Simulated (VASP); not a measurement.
Wanted: the native input for a VASP 6.6.1 run.

| Item | Value |
| --- | --- |
| Task | electric field gradients |
| Functional | LDA |
| Potentials or basis | VASP PAW LDA potentials, release 64 (Se) |
| Cutoff | 520 eV |
| k mesh | 6 × 6 × 5 |
| Occupations | fermi-dirac, width 0.03 eV |
| Spin | no spin polarisation |
| Dipole correction | no |
| Further INCAR settings | ALGO = Normal; EDIFF = 1e-08; NBANDS = 16 |

The structure of Se lies in POSCAR:

```
Se
1.0
    4.4098619484      0.0000000000      0.0000000000
   -2.2049309742      3.8190524745      0.0000000000
    0.0000000000      0.0000000000      4.9536000000
Se
3
Direct
    0.2254000000      0.0000000000      0.3333333333
    0.0000000000      0.2254000000      0.6666666667
    0.7746000000      0.7746000000      0.0000000000
```

This cell differs from its parent crystal: equal xx and yy strain of +1 %.

These files were run (other wordings do the same):

INCAR

```
SYSTEM = Se
PREC = Accurate
ENCUT = 520
EDIFF = 1E-8
ISMEAR = -1
SIGMA = 0.03
LREAL = .FALSE.
LASPH = .TRUE.
NELM = 80
ALGO = Normal
ISIF = 2
LWAVE = .FALSE.
LCHARG = .FALSE.
LEFG = .TRUE.
NBANDS = 16
```

KPOINTS

```
regular mesh
0
G
  6 6 5
  0 0 0
```

Potentials or basis: VASP PAW LDA potentials, release 64 (Se).

Launch:

```console
$ cat potpaw_LDA.64/Se/POTCAR > POTCAR
$ mpirun -np 1 vasp_std > vasp.out
```

It gave:

The pressure is -1.9 GPa and the largest force is 0.070 eV/Å. The band gap on the k mesh is 1.18 eV (least direct gap 1.45 eV) and the largest electric field gradient by atom is Se -500.8 V/Å².

Caveat: the cell differs from its parent crystal (equal xx and yy strain of +1 %); without QUAD_EFG the Cq values of the log hold for a quadrupole moment of 1 mb, not for the nuclei; an odd mesh through Γ misses points on the zone boundary, where band edges can lie.

Run time: 40 s on 1 thread of Intel Xeon 8259CL, on a shared host, peak memory 0.18 GiB.
